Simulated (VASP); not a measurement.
Runs of VASP 6.6.1 on Yb. The structure is cubic, space group Fm-3m (No. 225). The conventional cell has a = 5.230 Å, b = 5.230 Å, c = 5.230 Å, α = 90.00°, β = 90.00°, γ = 90.00°. Within 4.9 Å of Yb (site symmetry m-3m) lie 12 Yb at 3.70 Å. 

```csv
k mesh,smearing,gap on the mesh (eV),pressure (GPa)
15 × 15 × 15,fermi-dirac 0.1 eV,-,-1.2
10 × 10 × 10,methfessel-paxton 1 eV,none,(a)
10 × 10 × 10,methfessel-paxton 0.3 eV,none,-1.2
11 × 11 × 11,fermi-dirac 0.1 eV,-,0.2
10 × 10 × 10,methfessel-paxton 0.6 eV,none,-0.4
17 × 17 × 17,fermi-dirac 0.1 eV,none,-0.7
```

Alike in all rows: task single point; level PBE; potentials or basis VASP PAW PBE potentials, release 64 (Yb); no spin polarisation; cell as given; cutoff (eV) 520.

Task: Fill in the values left out.

Result: (a) -0.1.

Caveats: spin-orbit coupling is left out, which moves the levels of the heavy elements; so wide a smearing shifts energies and pressures (at least some runs).

A k mesh can miss the band edges, and the runs leave out spin-orbit coupling on Yb.

A gap of «none» marks levels without a gap at the run's occupations.
